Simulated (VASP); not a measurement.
The system is SrTiO3.

```
CELL_PARAMETERS angstrom
3.90528 0.00000 0.00000
0.00000 3.90528 0.00000
0.00000 0.00000 3.90528
ATOMIC_POSITIONS crystal
Sr 0.50000 0.50000 0.50000
Ti 0.00000 0.00000 0.00000
O 0.50000 0.00000 0.00000
O 0.00000 0.50000 0.00000
O 0.00000 0.00000 0.50000
```

- Program: VASP 6.6.1
- Task: relaxation of cell and atoms
- Functional: LDA
- Potentials or basis: VASP PAW LDA potentials, release 64 (Sr_sv, Ti_sv, O)
- Cutoff: 600 eV
- k mesh: 8 × 8 × 8
- Occupations: fermi-dirac, width 0.05 eV
- Spin: no spin polarisation

At the start: pressure -6.7 GPa; volume 11.91 Å³/atom.

Problem. Where does the relaxation end?

Solution. Over 4 steps the energy falls by 8.7 meV/atom and the volume is 11.50 Å³/atom (-3.5 %); space group Pm-3m (No. 221, to 0.05 Å).

The path:
```
step  energy change (eV)  largest force (eV/Å)  pressure (GPa)  volume (Å³)
   1              0.0000                0.0000           -6.66        59.56
   2              0.0079                0.0000            8.11        55.39
   3             -0.0435                0.0000           -0.06        57.52
   4             -0.0435                0.0000            0.00        57.48
```

Final structure:
```yaml
crystal:
  lattice:
    - [3.85920, 0.00000, 0.00000]
    - [0.00000, 3.85920, 0.00000]
    - [0.00000, 0.00000, 3.85920]
  atoms:
    - { symbol: Sr, position: [0.50000, 0.50000, 0.50000] }
    - { symbol: Ti, position: [0.00000, 0.00000, 0.00000] }
    - { symbol: O, position: [0.50000, 0.00000, 0.00000] }
    - { symbol: O, position: [0.00000, 0.50000, 0.00000] }
    - { symbol: O, position: [0.00000, 0.00000, 0.50000] }
```
